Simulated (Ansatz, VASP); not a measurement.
## CoO: VASP beside Ansatz

```
Co O
1.0
     0.00000    2.13550    2.13550
     2.13550    0.00000    2.13550
     2.13550    2.13550    0.00000
Co O
1 1
Direct
  0.00000 0.00000 0.00000
  0.50000 0.50000 0.50000
```

Alike in both runs: functional PBE; k mesh 16 × 16 × 16; occupations gaussian, width 0.1 eV; collinear spin; Hubbard terms Co d U = 3.32 eV.

Ansatz relaxed the structure, and its values are those at the end. VASP's run is a single point on that final structure, the one shown.

|  | VASP | Ansatz |
| --- | --- | --- |
| version | VASP 6.6.1 | Ansatz 0.2.0 |
| potentials or method | VASP PAW PBE potentials, release 64 (Co, O), cutoff 520 eV | scalar-relativistic, plane waves, PAW |
| valence electrons in the cell | 15 | 23 |

```csv
,VASP,Ansatz,Ansatz less VASP
gap on the k mesh at the Fermi level (eV),none,none,-
pressure (GPa),-3.1,0.0,+3.17
net moment per atom (μB),1.50,1.46,-0.043
size of the moment on the site where the two differ most (μB),2.73,2.54,-0.192
```

Site moments also hang on the region over which each program counts them. The programs project onto different local orbitals, so the same U acts differently, and such runs can settle in different states. A gap of «none» marks a metal or a gap that the smearing closes. VASP's potentials hold 15 valence electrons a cell and Ansatz's 23, so a difference there can come from the potentials and not from the codes. Ansatz's warnings: filled band counts differ across k points.
